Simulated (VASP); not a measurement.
Hg, 2 atoms in the cell. The structure is cubic, space group Fd-3m (No. 227). Conventional cell: a = 6.446 Å, b = 6.446 Å, c = 6.446 Å, α = 90.00°, β = 90.00°, γ = 90.00°. Within 3.7 Å of Hg (site symmetry -43m) lie 4 Hg at 2.79 Å. 

| Quantity | Value |
| --- | --- |
| Program | VASP 6.6.1 |
| Task | relaxation of cell and atoms |
| Functional | LDA |
| Potentials or basis | VASP PAW LDA potentials, release 64 (Hg) |
| Cutoff | 600 eV |
| k mesh | 12 × 12 × 12 |
| Occupations | fermi-dirac, width 0.05 eV |
| Spin | no spin polarisation |
| Dipole correction | no |
| Further INCAR settings | ALGO = Normal; EDIFF = 1e-06; IBRION = 2; EDIFFG = -0.005; NSW = 45; ISIF = 3 |

Potentials or basis: VASP PAW LDA potentials, release 64 (Hg).

The run is started by

```bash
$ cat potpaw_LDA.64/Hg/POTCAR > POTCAR
$ mpirun -np 1 vasp_std > vasp.out
```

Hardware: 1 thread of Intel Xeon 8259CL, with other jobs on the host.

Problem. How long does it take, and how much memory?

Solution. It took 3.2 min on 1 thread of Intel Xeon 8259CL (shared host), peak memory 0.23 GiB. Counts: scf iterations 24, k points 72, ion steps 3.
